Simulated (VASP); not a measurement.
**Si2C3: single point with PBE**

Si2C3:

```
CELL_PARAMETERS angstrom
3.34523 0.00000 0.00000
-1.67262 2.89706 0.00000
0.00000 0.00000 6.04990
ATOMIC_POSITIONS crystal
Si 0.00000 0.00000 0.28184
Si 0.00000 0.00000 0.71816
C 0.50000 0.00000 0.00000
C 0.00000 0.50000 0.00000
C 0.50000 0.50000 0.00000
```

```yaml
Program: VASP 6.6.1
Task: single point
Functional: PBE
Potentials_or_basis: VASP PAW PBE potentials, release 64 (Si, C)
Cutoff: 600 eV
k_mesh: 5 × 5 × 3
Occupations: gaussian, width 0.2 eV
Spin: no spin polarisation
Dipole_correction: no
Further_INCAR_settings: ALGO = Normal; EDIFF = 1e-06; NBANDS = 18
```

The pressure is -0.3 GPa. The largest force is 0.057 eV/Å and the band gap on the k mesh is zero (band 10 reaches 9.29 eV, above the bottom of band 11 at 7.07 eV).

Forces in eV/Å, atoms in the order of the input:
```
Si   0.000  0.000 -0.057
Si   0.000  0.000  0.057
C    0.000  0.000  0.000
C    0.000  0.000  0.000
C    0.000  0.000  0.000
```

Stress tensor (GPa, compression positive):
```
-0.03  0.00  0.00
 0.00 -0.03  0.00
 0.00  0.00 -0.73
```

Levels at points of the mesh, in eV from the Fermi level:
| k point | band 8 | band 9 | band 10 | band 11 | band 12 | band 13 |
| --- | --- | --- | --- | --- | --- | --- |
| (0.00, 0.00, 0.00) | -3.56 | -1.42 | 0.05 | 2.07 | 2.07 | 4.55 |

Wall time 10 s on 1 thread of Intel(R) Xeon(R) Platinum 8375C CPU @ 2.90GHz (Ice Lake), on a shared host, peak memory 0.18 GiB.

Caveat: the k points lie up to 0.43 Å⁻¹ apart.
